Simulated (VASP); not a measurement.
Wanted: the native input for a VASP 6.6.1 run.

```yaml
Task: single point
Functional: PBE
Potentials_or_basis: VASP PAW PBE potentials, release 64 (Zr_sv, In_d, Se)
Cutoff: 520 eV
k_mesh: 4 × 4 × 2
Occupations: gaussian, width 0.1 eV
Spin: collinear spin, ferromagnetic start
Starting_moments: "[1.0, 0.0, 0.0, 0.0, 0.0, 0.0] μB"
Dipole_correction: no
Further_INCAR_settings: ALGO = Normal; EDIFF = 1e-07; NBANDS = 41
```

The structure of ZrIn2Se3 lies in POSCAR:

```
ZrIn2Se3
1.0
    3.9134235458      0.0000000000      0.0000000000
    0.0000000000      3.9134235458      0.0000000000
    0.0000000000      0.0000000000      9.1912808353
Zr In Se
1 2 3
Direct
    0.5000000000      0.5000000000      0.0000000000
    0.5000000000      0.0000000000      0.6988925941
    0.0000000000      0.5000000000      0.3011074059
    0.5000000000      0.0000000000      0.3668272455
    0.0000000000      0.5000000000      0.6331727545
    0.0000000000      0.0000000000      0.0000000000
```

One way to write it, as run:

INCAR

```
ALGO = Normal
EDIFF = 1E-7
ENCUT = 520
GGA = PE
ISIF = 2
ISMEAR = 0
ISPIN = 2
LASPH = T
LCHARG = T
LELF = T
LMAXMIX = 4
LORBIT = 11
LREAL = F
LVHAR = T
LWAVE = F
MAGMOM = 1 0 0 0 0 0
NBANDS = 41
NELM = 150
PREC = Accurate
SIGMA = 0.1
```

KPOINTS

```
k-points
0
Gamma
  4 4 2
```

Potentials or basis: VASP PAW PBE potentials, release 64 (Zr_sv, In_d, Se).

Launch:

```sh
$ cat potpaw_PBE.64/Zr_sv/POTCAR potpaw_PBE.64/In_d/POTCAR potpaw_PBE.64/Se/POTCAR > POTCAR
$ mpirun -np 1 vasp_std > vasp.out
```

Results of the run:

```yaml
Pressure: 0.2 GPa
Largest_force: 0.026 eV/Å
Band_gap_on_the_k_mesh: zero (filled and empty bands overlap)
Net_moment: 0.01 μB per cell
Valence_electrons_inside_the_program's_atomic_spheres: Zr 9.64; In 11.31; Se 3.81, 3.89
```

Caveat: the k points lie up to 0.40 Å⁻¹ apart; spin-orbit coupling is left out, which moves the levels of the heavy elements.

Run time: 5 min on 1 thread of Intel Xeon 6975P-C, with other jobs on the host, peak memory 0.35 GiB.
